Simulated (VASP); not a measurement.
Input of a VASP 6.6.1 run:

File POSCAR:

```
ZrSe2
1.0
    3.7893855286      0.0000000000      0.0000000000
   -1.8946927643      3.2817041325      0.0000000000
    0.0000000000      0.0000000000      6.1806783669
Zr Se
1 2
Direct
    0.0000000000      0.0000000000      0.0000000000
    0.3333333333      0.6666666667      0.2537453252
    0.6666666667      0.3333333333      0.7462546748
```

Contents of INCAR.step1:

```
PREC = Accurate
ENCUT = 400
EDIFF = 1E-5
ISMEAR = 0
SIGMA = 0.01
LREAL = False
LASPH = True
NELM = 120
ALGO = Normal
ISIF = 2
LWAVE = True
LCHARG = False
GGA = PE
NBANDS = 19
GGA_COMPAT = False
```

File INCAR.step2:

```
PREC = Accurate
ENCUT = 400
EDIFF = 1E-6
ISMEAR = 0
SIGMA = 0.01
LREAL = False
LASPH = True
NELM = 120
ALGO = Normal
ISIF = 2
LWAVE = False
LCHARG = False
GGA = PE
LHFCALC = True
AEXX = 0.4
HFSCREEN = 0.5
PRECFOCK = Normal
ISTART = 1
NBANDS = 19
GGA_COMPAT = False
```

The input KPOINTS:

```
regular mesh
0
Gamma
  6 6 2
```

Potentials or basis: VASP PAW PBE potentials, release 64 (Zr_sv, Se).

Command:

```bash
$ cat potpaw_PBE.64/Zr_sv/POTCAR potpaw_PBE.64/Se/POTCAR > POTCAR
$ cp INCAR.step1 INCAR
$ mpirun -np 1 vasp_std > vasp.out
$ cp INCAR.step2 INCAR
$ mpirun -np 1 vasp_std > vasp.out
```

Task: Estimate the band gap on the k mesh.

Result: 0.80 eV (least direct gap 1.65 eV).

Task: Predict the largest force.

Result: 0.199 eV/Å.

Task: Estimate the pressure.

Result: 0.0 GPa.

Forces on the atoms (eV/Å):
```
Zr   0.000  0.000  0.000
Se   0.000  0.000 -0.199
Se   0.000  0.000  0.199
```

Caveat: the k points lie up to 0.51 Å⁻¹ apart; the PAW data sets were made with another functional, which shifts forces and pressure a little. A k mesh can miss the band edges.
